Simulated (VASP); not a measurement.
Set up this calculation in VASP 6.6.1, as the native input.

- Task: single point
- Functional: LDA
- Potentials or basis: VASP PAW LDA potentials, release 64 (Sc_sv, F)
- Cutoff: 520 eV
- k mesh: 6 × 6 × 6
- Occupations: gaussian, width 0.05 eV
- Spin: no spin polarisation
- Dipole correction: no
- Further INCAR settings: ALGO = Normal; EDIFF = 1e-06; NBANDS = 24

The structure of ScF3 lies in POSCAR:

```
ScF3
1.0
    4.2358118245      0.0000000000      0.0000000000
    0.0000000000      4.2358118245      0.0000000000
    0.0000000000      0.0000000000      3.6004400508
Sc F
1 3
Direct
    0.0000000000      0.0000000000      0.0000000000
    0.5000000000      0.0000000000      0.0000000000
    0.0000000000      0.5000000000      0.0000000000
    0.0000000000      0.0000000000      0.5000000000
```

This cell differs from its parent crystal: ratio of the length along z to the lengths across it x 0.85, volume and fractional coordinates fixed.

The input as run:

INCAR

```
PREC     = Accurate       # precision mode
ENCUT    = 520            # plane-wave cutoff, eV
EDIFF    = 1E-6           # SCF threshold, eV
ISMEAR   = 0              # smearing method
SIGMA    = 0.05           # smearing width, eV
LREAL    = F              # projectors in reciprocal space
LASPH    = T              # aspherical terms in the spheres
NELM     = 100            # most SCF steps
ALGO     = Normal         # electronic algorithm
ISIF     = 2              # what is computed and relaxed
LWAVE    = F              # write WAVECAR
LCHARG   = F              # write CHGCAR
NBANDS   = 24             # bands
```

KPOINTS

```
regular mesh
0
Gamma
  6 6 6
```

Potentials or basis: VASP PAW LDA potentials, release 64 (Sc_sv, F).

Launch:

```console
$ cat potpaw_LDA.64/Sc_sv/POTCAR potpaw_LDA.64/F/POTCAR > POTCAR
$ mpirun -np 1 vasp_std > vasp.out
```

It gave:

```
Pressure               : 4.0 GPa
Band gap on the k mesh : 5.62 eV, indirect (least direct gap 6.00 eV)
```

Run time: 26 s on 1 thread of Intel(R) Xeon(R) 6975P-C (Granite Rapids) (shared host), peak memory 0.18 GiB.
